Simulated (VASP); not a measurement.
LuInCo4, 6 atoms in the cell. The structure is cubic, space group F-43m (No. 216). The conventional cell has a = 6.919 Å, b = 6.919 Å, c = 6.919 Å, α = 90.00°, β = 90.00°, γ = 90.00°. Within 3.8 Å of Lu (site symmetry -43m) lie 12 Co at 2.87 Å and 4 In at 3.00 Å. Within 3.8 Å of In (site symmetry -43m) lie 12 Co at 2.87 Å and 4 Lu at 3.00 Å. Within 3.2 Å of Co (site symmetry 3m) lie 6 Co at 2.44 to 2.45 Å and 3 In at 2.87 Å and 3 Lu at 2.87 Å. 

* Program: VASP 6.6.1
* Task: single point
* Functional: PBEsol
* Potentials or basis: VASP PAW PBE potentials, release 64 (Lu, In_d, Co)
* Cutoff: 520 eV
* k mesh: 7 × 7 × 7
* Occupations: fermi-dirac, width 0.05 eV
* Spin: collinear spin, ferromagnetic start
* Starting moments: [0.0, 0.0, 2.0, 2.0, 2.0, 2.0] μB
* Dipole correction: no
* Further INCAR settings: ALGO = Normal; EDIFF = 1e-07; NBANDS = 50

Potentials or basis: VASP PAW PBE potentials, release 64 (Lu, In_d, Co).

The run is started by

```sh
$ cat potpaw_PBE.64/Lu/POTCAR potpaw_PBE.64/In_d/POTCAR potpaw_PBE.64/Co/POTCAR > POTCAR
$ mpirun -np 1 vasp_std > vasp.out
```

Hardware: 1 thread of Intel(R) Xeon(R) 6975P-C (Granite Rapids) (shared host).

Problem. Estimate the wall time of this run.

Solution. It took 2.7 min on 1 thread of Intel(R) Xeon(R) 6975P-C (Granite Rapids), with other jobs on the host, peak memory 0.34 GiB. Counts: scf iterations 26, k points 20.
